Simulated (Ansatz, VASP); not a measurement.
## AlGaN2 in VASP and in Ansatz

File POSCAR:

```
AlGaN2
1.0
    3.1408770487      0.0000000000      0.0000000000
    0.0000000000      3.1408770487      0.0000000000
    0.0000000000      0.0000000000      4.4238379400
Al Ga N
1 1 2
Direct
    0.5000000000      0.5000000000      0.5000000000
    0.0000000000      0.0000000000      0.0000000000
    0.5000000000      0.0000000000      0.7586091357
    0.0000000000      0.5000000000      0.2413908643
```

Contents of INCAR.step1:

```
SYSTEM = AlGaN2
ALGO = Normal
EDIFF = 1E-4
ENCUT = 520
GGA = PE
ISMEAR = 0
LASPH = .True.
LCHARG = .False.
LREAL = .False.
LWAVE = .True.
NBANDS = 21
NELM = 60
PREC = Accurate
SIGMA = 0.05
```

The input INCAR.step2:

```
SYSTEM = AlGaN2
ALGO = Normal
EDIFF = 1E-6
ENCUT = 520
ISIF = 2
ISMEAR = 0
ISTART = 1
LASPH = .True.
LCHARG = .True.
LELF = .True.
LMIXTAU = .True.
LREAL = .False.
LVHAR = .True.
LWAVE = .False.
METAGGA = R2SCAN
NBANDS = 21
NELM = 60
PREC = Accurate
SIGMA = 0.05
```

The input KPOINTS:

```
k-points
0
Gamma
  8 8 6
  0 0 0
```

Input for Ansatz:

```yaml
crystal:
  lattice:
    - [3.1408770487, 0.0, 0.0]
    - [0.0, 3.1408770487, 0.0]
    - [0.0, 0.0, 4.42383794]
  atoms:
    - { symbol: Al, position: [0.5, 0.5, 0.5] }
    - { symbol: Ga, position: [0.0, 0.0, 0.0] }
    - { symbol: "N", position: [0.5, 0.0, 0.7586091357] }
    - { symbol: "N", position: [0.0, 0.5, 0.2413908643] }
basis:
  ecutwfc: 500
kpoints:
  mp_grid: { grid: [8, 8, 6] }
hamiltonian:
  xc: r2scan
scf:
  occupations: { method: gaussian, width: 0.05 }
output:
  forces: true
  stress: true
  eigenvalues: true
```

Change from the starting cell: mode 12 (706.6 1/cm) frozen in, largest displacement -0.090 Å.

Alike in both runs: task single point; functional r2SCAN; k mesh 8 × 8 × 6; occupations gaussian, width 0.05 eV; no spin polarisation.

|  | VASP | Ansatz |
| --- | --- | --- |
| version | VASP 6.6.1 | Ansatz 0.2.0 |
| potentials or method | VASP PAW PBE potentials, release 64 (Al, Ga_d, N), cutoff 520 eV | scalar-relativistic, plane waves, PAW |
| valence electrons in the cell | 26 | 26 |

```csv
,VASP,Ansatz,Ansatz less VASP
gap on the k mesh at the Fermi level (eV),3.37,3.36,-0.010
least direct gap on the mesh (eV),3.37,3.36,-0.010
pressure (GPa),1.4,1.0,-0.42
"traceless stress, the component that is largest in VASP (GPa)",-0.40,-0.37,+0.023
rms of the force components (eV/Å),0.956,0.914,-0.0422
```

VASP's potentials were made for PBE, not for r2SCAN. Atom by atom the forces differ by 0.042 eV/Å (rms over components). The functional is the same, so the differences come from potentials, cutoffs and numerics.
